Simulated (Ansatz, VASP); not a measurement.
# Sb in VASP and in Ansatz

```
Sb
1.0
     2.13617    1.23332    3.71887
    -2.13617    1.23332    3.71887
     0.00000   -2.46663    3.71887
Sb
2
Direct
  0.23364 0.23364 0.23364
  0.76636 0.76636 0.76636
```

Change from the starting cell: volume scaled by 0.98.

Alike in both runs: task single point; functional PBE; k mesh 9 × 9 × 9; occupations fermi-dirac, width 0.05 eV; no spin polarisation.

|  | VASP | Ansatz |
| --- | --- | --- |
| version | VASP 6.6.1 | Ansatz 0.2.0 |
| potentials or method | VASP PAW PBE potentials, release 64 (Sb), cutoff 520 eV | all-electron LAPW, scalar-relativistic |

```tsv
	VASP	Ansatz	Ansatz less VASP
pressure (GPa)	4.6	4.5	-0.09
traceless stress, the component that is largest in VASP (GPa)	-0.53	-0.48	+0.044
rms of the force components (eV/Å)	0.207	0.179	-0.0286
```

Atom by atom the forces differ by 0.029 eV/Å (rms over components). Ansatz ran all-electron here, and VASP with PAW potentials.

Neither program's run includes spin-orbit coupling.
